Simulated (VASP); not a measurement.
## HgSb: single point with PBEsol

Crystal: HgSb.

```
Hg Sb
1.0
     0.00000    3.15824    3.15824
     3.15824    0.00000    3.15824
     3.15824    3.15824    0.00000
Hg Sb
1 1
Cartesian
  0.0000 0.0000 0.0000
  1.5791 1.5791 1.5791
```

- Program: VASP 6.6.1
- Task: single point
- Functional: PBEsol
- Potentials or basis: VASP PAW PBE potentials, release 64 (Hg, Sb)
- Cutoff: 520 eV
- k mesh: 10 × 10 × 10
- Occupations: gaussian, width 0.05 eV
- Spin: no spin polarisation
- Dipole correction: no
- Further INCAR settings: ALGO = Normal; EDIFF = 1e-06; NBANDS = 16

```yaml
Pressure: 2.0 GPa
Band_gap_on_the_k_mesh: zero (an odd number of electrons rules out a gap without spin polarisation)
```

Levels at points of the mesh, in eV from the Fermi level:
```
           k point  band 7  band 8  band 9  band 10  band 11  band 12
(0.00, 0.00, 0.00)    1.06    1.76    1.76     1.76     4.76     4.76
(0.50, 0.00, 0.00)   -5.02    0.38    0.38     1.85     5.71     5.71
(0.50, 0.50, 0.00)   -5.13   -1.28   -1.28     2.68     3.00    10.01
```

Run time: 17 s on 1 thread of Intel(R) Xeon(R) 6975P-C (Granite Rapids) (shared host), peak memory 0.22 GiB.

Caveat: the PAW data sets were made with another functional, which shifts forces and pressure a little; spin-orbit coupling is left out, which moves the levels of the heavy elements.
